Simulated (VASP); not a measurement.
# GaAs (F-43m) in VASP: vibrations by perturbation theory with PBE

Aim: the vibrations by perturbation theory of GaAs with PBE.

Program: VASP 6.6.1. These are calculated values, not measurements. Logs are shortened: lines on timing, memory, paths and dates and some standing lists are left out, and cuts for length are marked.

## 1. The cell of the first run

It takes space group F-43m (No. 216, cubic). Conventional cell: a = 5.746 Å, b = 5.746 Å, c = 5.746 Å, α = 90.00°, β = 90.00°, γ = 90.00°. Ga (site symmetry -43m) has 4 As at 2.49 Å within 3.3 Å. Within 3.3 Å of As (site symmetry -43m) lie 4 Ga at 2.49 Å.

## 2. Vibrations by perturbation theory, PBE

Input file INCAR:

```
PREC     = Accurate       # precision mode
ENCUT    = 520            # plane-wave cutoff, eV
EDIFF    = 1E-8           # SCF threshold, eV
ISMEAR   = 0              # smearing method
SIGMA    = 0.01           # smearing width, eV
LREAL    = F              # projectors in reciprocal space
LASPH    = T              # aspherical terms in the spheres
NELM     = 100            # most SCF steps
ALGO     = Normal         # electronic algorithm
ISIF     = 2              # what is computed and relaxed
LWAVE    = F              # write WAVECAR
LCHARG   = T              # write CHGCAR
GGA      = PE             # functional
NBANDS   = 16             # bands
IBRION   = 8              # ionic algorithm
NSW      = 1              # ionic steps
```

Input file KPOINTS:

```
Automatic mesh
0
Gamma
  12 12 12
```

Input file POSCAR:

```
GaAs
1.0
    0.0000000000      2.8729417344      2.8729417344
    2.8729417344      0.0000000000      2.8729417344
    2.8729417344      2.8729417344      0.0000000000
Ga As
1 1
Direct
    0.0000000000      0.0000000000      0.0000000000
    0.7500000000      0.7500000000      0.7500000000
```

Potentials or basis: VASP PAW PBE potentials, release 64 (Ga_d, As).

On the command line:

```
> cat potpaw_PBE.64/Ga_d/POTCAR potpaw_PBE.64/As/POTCAR > POTCAR
> mpirun -np 1 vasp_std > vasp.out
```

OUTCAR:

```text
PREC = Accurate
   ENCUT = 520
   EDIFF = 1E-8
   ISMEAR = 0
   LREAL = F
   LASPH = T
   NELM = 100
   ISIF = 2
   GGA = PE
   IBRION = 8
   NSW = 1

 ion  position               nearest neighbor table
   1  0.000  0.000  0.000-   2 2.49   2 2.49   2 2.49   2 2.49
   2  0.750  0.750  0.750-   1 2.49   1 2.49   1 2.49   1 2.49

  LATTYP: Found a face centered cubic cell.
 ALAT       =     5.7458834688

  Lattice vectors:

 A1 = (   0.0000000000,   2.8729417344,   2.8729417344)
 A2 = (   2.8729417344,   0.0000000000,   2.8729417344)
 A3 = (   2.8729417344,   2.8729417344,   0.0000000000)

Analysis of symmetry for initial positions (statically):
=====================================================================
 Subroutine PRICEL returns:
 Original cell was already a primitive cell.

 Routine SETGRP: Setting up the symmetry group for a
 face centered cubic supercell.

 Subroutine GETGRP returns: Found 24 space group operations
 (whereof 24 operations were pure point group operations)
 out of a pool of 48 trial point group operations.

The static configuration has the point symmetry T_d .

Analysis of symmetry for dynamics (positions and initial velocities):
=====================================================================
 Subroutine PRICEL returns:
 Original cell was already a primitive cell.

 Routine SETGRP: Setting up the symmetry group for a
 face centered cubic supercell.

 Subroutine GETGRP returns: Found 24 space group operations
 (whereof 24 operations were pure point group operations)
 out of a pool of 48 trial point group operations.

The dynamic configuration has the point symmetry T_d .

 Subroutine INISYM returns: Found 24 space group operations
 (whereof 24 operations are pure point group operations),
 and found     1 'primitive' translations

----------------------------------------------------------------------------------------

                                     Primitive cell

  volume of cell :      47.4253

  direct lattice vectors                    reciprocal lattice vectors
     0.000000000  2.872941734  2.872941734    -0.174037640  0.174037640  0.174037640
     2.872941734  0.000000000  2.872941734     0.174037640 -0.174037640  0.174037640
     2.872941734  2.872941734  0.000000000     0.174037640  0.174037640 -0.174037640

  length of vectors
     4.062953165  4.062953165  4.062953165     0.301442035  0.301442035  0.301442035

  position of ions in fractional coordinates (direct lattice)
     0.000000000  0.000000000  0.000000000
     0.750000000  0.750000000  0.750000000

  ion indices of the primitive-cell ions
   primitive index   ion index
                 1           1
                 2           2

----------------------------------------------------------------------------------------

 KPOINTS: Automatic mesh

Automatic generation of k-mesh.
 Grid dimensions read from file:
 generate k-points for:   12   12   12

 Generating k-lattice:

  Cartesian coordinates                     Fractional coordinates (reciprocal lattice)
    -0.014503137  0.014503137  0.014503137     0.083333333  0.000000000  0.000000000
     0.014503137 -0.014503137  0.014503137     0.000000000  0.083333333  0.000000000
     0.014503137  0.014503137 -0.014503137     0.000000000  0.000000000  0.083333333

  Length of vectors
     0.025120170  0.025120170  0.025120170

  Shift w.r.t. Gamma in fractional coordinates (k-lattice)
     0.000000000  0.000000000  0.000000000

 Subroutine IBZKPT returns following result:
 ===========================================

 Found     72 irreducible k-points:

 Following reciprocal coordinates:
            Coordinates               Weight
  0.000000  0.000000  0.000000      1.000000
  0.083333  0.000000  0.000000      8.000000
  0.166667  0.000000  0.000000      8.000000
  0.250000  0.000000  0.000000      8.000000
  0.333333  0.000000  0.000000      8.000000
  0.416667  0.000000  0.000000      8.000000
[... 16 lines left out ...]
  0.500000  0.166667  0.000000     24.000000
 -0.416667  0.166667  0.000000     24.000000
 [... further k-points ...]
   k-points           NKPTS =     72   k-points in BZ     NKDIM =     72   number of bands    NBANDS=     16
   number of dos      NEDOS =    301   number of ions     NIONS =      2
   total plane-waves  NPLWV =  27000
   dimension x,y,z NGX =    30 NGY =   30 NGZ =   30
   dimension x,y,z NGXF=    60 NGYF=   60 NGZF=   60
   ions per type =               1   1
   NGX,Y,Z   is equivalent  to a cutoff of  12.28, 12.28, 12.28 a.u.
   NGXF,Y,Z  is equivalent  to a cutoff of  24.55, 24.55, 24.55 a.u.
 SYSTEM =  unknown system
   PREC   = accura    normal or accurate (medium, high low for compatibility)
   ISTART =      0    job   : 0-new  1-cont  2-samecut
   ICHARG =      2    charge: 1-file 2-atom 10-const
   ISPIN  =      1    spin polarized calculation?
   LNONCOLLINEAR =      F non collinear calculations
   LSORBIT =      F    spin-orbit coupling
   LASPH  =      T    aspherical Exc in radial PAW
   ENCUT  =  520.0 eV  38.22 Ry    6.18 a.u.   7.55  7.55  7.55*2*pi/ulx,y,z
   NELM   =    100;   NELMIN=  2; NELMDL= -5     # of ELM steps
   EDIFF  = 0.1E-07   stopping-criterion for ELM
   LREAL  =      F    real-space projection
   EDIFFG = 0.1E-06   stopping-criterion for IOM
   NSW    =      1    number of steps for IOM
   IBRION =      8    ionic relax: 0-MD 1-quasi-New 2-CG
   NFREE  =      0    steps in history (QN), initial steepest desc. (CG)
   ISIF   =      2    stress and relaxation
   ISYM   =      2    0-nonsym 1-usesym 2-fastsym
   POTIM  = 0.5000    time-step for ionic-motion
   TEBEG  =    0.0;   TEEND  =   0.0 temperature during run
   PSTRESS=    0.0 pullay stress
   NELECT =      18.0000    total number of electrons
   NUPDOWN=      -1.0000    fix difference up-down
   EMIN   =  10.00;   EMAX   =-10.00  energy-range for DOS
   EFERMI =   0.00;   METHOD = LEGACY
   ISMEAR =     0;   SIGMA  =   0.01  broadening in eV -4-tet -1-fermi 0-gaus
   EFERMI_NEDOS =   21; number of points for ismear=-14 and -15
   IALGO  =     38    algorithm
   IMIX   =      4    mixing-type and parameters
     AMIX     =   0.40;   BMIX     =  1.00
     AMIX_MAG =   1.60;   BMIX_MAG =  1.00
  volume/ion in A,a.u.               =      23.71       160.02
  Fermi-wavevector in a.u.,A,eV,Ry     =   1.185302  2.239895 19.115366  1.404940
  Thomas-Fermi vector in A             =   2.321498
   LORBIT       =      0    0 simple, 1 ext, 2 COOP (PROOUT), +10 PAW based schemes
   GGA     = PE    functional components
   LHFCALC =     F    Hartree Fock is set to
   AEXX    =    0.0000 exact exchange contribution
   IVDW    =     0    specifies the selected vdW correction
   LEPSILON=     F    determine dielectric tensor
   LRPA    =     F    only Hartree local field effects (RPA)
 non-spin polarized calculation
 Gauss-broadening in eV      SIGMA  =   0.01
  energy-cutoff  :      520.00
  volume of cell :       47.43
 maximum number of plane-waves:      1303
   NGX = 15   NGY = 15   NGZ = 15

--------------------------------------- Ionic step        1  -------------------------------------------

 number of electron      17.9999987 magnetization

 Free energy of the ion-electron system (eV)
  ---------------------------------------------------
  ext. energy  EPLUGINS =         0.00000000
  ---------------------------------------------------
  free energy    TOTEN  =        -8.27628555 eV

  energy without entropy =       -8.27628555  energy(sigma->0) =       -8.27628555

 E-fermi :   3.5577     XC(G=0):  -9.3717

 val. band max:        3.4868160368   @ k =   0.0000   0.0000   0.0000
 cond. band min:       3.6483344159   @ k =   0.0000   0.0000   0.0000
 fundamental gap:      0.1615183791
 Fermi energy:         3.5576893934

 k-point     1 :       0.0000    0.0000    0.0000
  band No.  band energies     occupation
      1     -11.2385      2.00000
      2     -11.2385      2.00000
      3     -11.2385      2.00000
      4     -11.1705      2.00000
      5     -11.1705      2.00000
      6      -8.9010      2.00000
[... 433 lines left out ...]
      3     -11.2160      2.00000
      4     -11.1710      2.00000
      5     -11.1681      2.00000
      6      -7.1081      2.00000
[... 8 lines left out ...]
     15      13.7015      0.00000
     16      14.4077      0.00000

 [... further k-points ...]

------------------------ aborting loop because EDIFF is reached ----------------------------------------

  FORCE on cell =-STRESS in cart. coord.  units (eV):
  Direction    XX          YY          ZZ          XY          YZ          ZX
  --------------------------------------------------------------------------------------
  -------------------------------------------------------------------------------------
  Total        0.0466623      0.0466623      0.0466623      0.0000000      0.0000000      0.0000000
  in kB        1.5764000      1.5764000      1.5764000      0.0000000      0.0000000      0.0000000
  external PRESSURE =       1.5764000 kB  Pullay stress =       0.0000000 kB

 VOLUME and BASIS-vectors are now :
 -----------------------------------------------------------------------------
  energy-cutoff  :      520.00
  volume of cell :       47.43
      direct lattice vectors                 reciprocal lattice vectors
     0.000000000  2.872941734  2.872941734    -0.174037640  0.174037640  0.174037640
     2.872941734  0.000000000  2.872941734     0.174037640 -0.174037640  0.174037640
     2.872941734  2.872941734  0.000000000     0.174037640  0.174037640 -0.174037640

 POSITION                                       TOTAL-FORCE (eV/Angst)
 -----------------------------------------------------------------------------------
      0.00000      0.00000      0.00000         0.000000      0.000000      0.000000
      4.30941      4.30941      4.30941        -0.000000     -0.000000     -0.000000
 -----------------------------------------------------------------------------------
    total drift:                               -0.000002     -0.000002     -0.000002

  FREE ENERGIE OF THE ION-ELECTRON SYSTEM (eV)
  ---------------------------------------------------
  free  energy   TOTEN  =        -8.2762855493 eV

  energy  without entropy=       -8.2762855493  energy(sigma->0) =       -8.27628555

[... ionic steps 2 to 3 ...]

--------------------------------------- Ionic step        4  -------------------------------------------

------------------------ aborting loop because EDIFF is reached ----------------------------------------

[... ionic steps 5 to 6 ...]

--------------------------------------- Ionic step        7  -------------------------------------------

 Free energy of the ion-electron system (eV)
  ---------------------------------------------------
  ---------------------------------------------------
  free energy    TOTEN  =        -0.04378236 eV

  energy without entropy =       -0.04378236

------------------------ aborting loop because EDIFF is reached ----------------------------------------

 INTERNAL STRAIN TENSOR  FOR ION    2  DIRECTION 1   (eV/Angst):
 -----------------------------------------------------------------------------
    -0.00381  0.00000  0.00000
     0.00000  0.00358  5.96572
     0.00000  5.96572  0.00358

 INTERNAL STRAIN TENSOR FOR ION    2 for displacements in x,y,z  (eV/Angst):
          X           Y           Z          XY          YZ          ZX
  --------------------------------------------------------------------------------
  x    -0.00000     0.00000     0.00000     0.00000     5.96572     0.00000
  y     0.00000    -0.00000     0.00000     0.00000     0.00000     5.96572
  z     0.00000     0.00000    -0.00000     5.96572     0.00000     0.00000

 SECOND DERIVATIVES (NOT SYMMETRIZED)
 ------------------------------------
               1X          1Y          1Z          2X          2Y          2Z
  1X    -8.442172   -0.000000   -0.000000    8.442172    0.000000    0.000000
  1Y    -0.000000   -8.442172   -0.000000    0.000000    8.442172    0.000000
  1Z    -0.000000   -0.000000   -8.442172    0.000000    0.000000    8.442172
  2X     8.483651    0.000000    0.000000   -8.483651    0.000000    0.000000
  2Y     0.000000    8.483651    0.000000    0.000000   -8.483651    0.000000
  2Z     0.000000    0.000000    8.483651    0.000000    0.000000   -8.483651

 Eigenvectors and eigenvalues of the dynamical matrix
 ----------------------------------------------------

   1 f  =    7.567472 THz    47.547829 2PiTHz  252.423698 cm-1    31.296536 meV
             X         Y         Z           dx          dy          dz
      0.000000  0.000000  0.000000     0.000000    0.000000    0.718852
      4.309413  4.309413  4.309413     0.000000    0.000000   -0.695164
[... 21 lines left out ...]
   6 f/i=    0.009267 THz     0.058229 2PiTHz    0.309128 cm-1     0.038327 meV
             X         Y         Z           dx          dy          dz
      0.000000  0.000000  0.000000     0.677238    0.146795   -0.055250
      4.309413  4.309413  4.309413     0.700315    0.151797   -0.057133

--------------------------------------------------------------------------------------------------------

 ELASTIC MODULI CONTR FROM IONIC RELAXATION (kBar)
 Direction    XX          YY          ZZ          XY          YZ          ZX
 --------------------------------------------------------------------------------
 XX          -0.0000      0.0000      0.0000     -0.0000      0.0000     -0.0000
 YY           0.0000     -0.0000      0.0000     -0.0000     -0.0000      0.0000
 ZZ           0.0000      0.0000     -0.0000      0.0000      0.0000      0.0000
 XY          -0.0000     -0.0000      0.0000   -140.6201      0.0000      0.0000
 YZ           0.0000     -0.0000      0.0000      0.0000   -140.6201      0.0000
 ZX          -0.0000      0.0000      0.0000      0.0000      0.0000   -140.6201
 --------------------------------------------------------------------------------
```

Wall time 18 min (1 thread of AMD EPYC 7R13, shared host); peak memory 0.52 GiB.

Results:

```
Highest phonon frequency at Γ, LO-TO splitting left out : 252 cm⁻¹
```

Phonon frequencies in cm⁻¹ (negative: imaginary):
| q point | frequencies |
| --- | --- |
| (0.000, 0.000, 0.000) | 0 0 0 252 252 252 |
